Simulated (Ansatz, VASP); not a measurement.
# One calculation of Be3Se2O, two programs

```
Be Se O
1.0
     4.77409    0.00000    0.00000
     0.00000    4.77409    0.00000
     0.00000    0.00000    3.82359
Be Se O
3 2 1
Direct
  0.50000 0.50000 0.50000
  0.00000 0.00000 0.74644
  0.00000 0.00000 0.25356
  0.00000 0.50000 0.00000
  0.50000 0.00000 0.00000
  0.50000 0.50000 0.00000
```

Alike in both runs: functional PBE; k mesh 3 × 3 × 3; occupations gaussian, width 0.15 eV; no spin polarisation.

Ansatz relaxed the structure, and its values are those at the end. VASP's run is a single point on that final structure, the one shown.

|  | VASP | Ansatz |
| --- | --- | --- |
| version | VASP 6.6.1 | Ansatz 0.2.0 |
| potentials or method | VASP PAW PBE potentials, release 64 (Be, Se, O), cutoff 600 eV | scalar-relativistic, plane waves, PAW |
| valence electrons in the cell | 24 | 44 |

VASP gave:

```
gap on the k mesh at the Fermi level (eV) : none
pressure (GPa)                            : -0.2
rms of the force components (eV/Å)        : 0.009
```

Problem. What did Ansatz give for the same quantities?

Solution. gap on the k mesh at the Fermi level (eV): none; pressure (GPa): -0.1; rms of the force components (eV/Å): 0.007.

A gap of «none» marks a metal or a gap that the smearing closes. VASP's potentials hold 24 valence electrons a cell and Ansatz's 44, so a difference there can come from the potentials and not from the codes.

The k mesh is coarse, so the values compare programs but aren't converged.
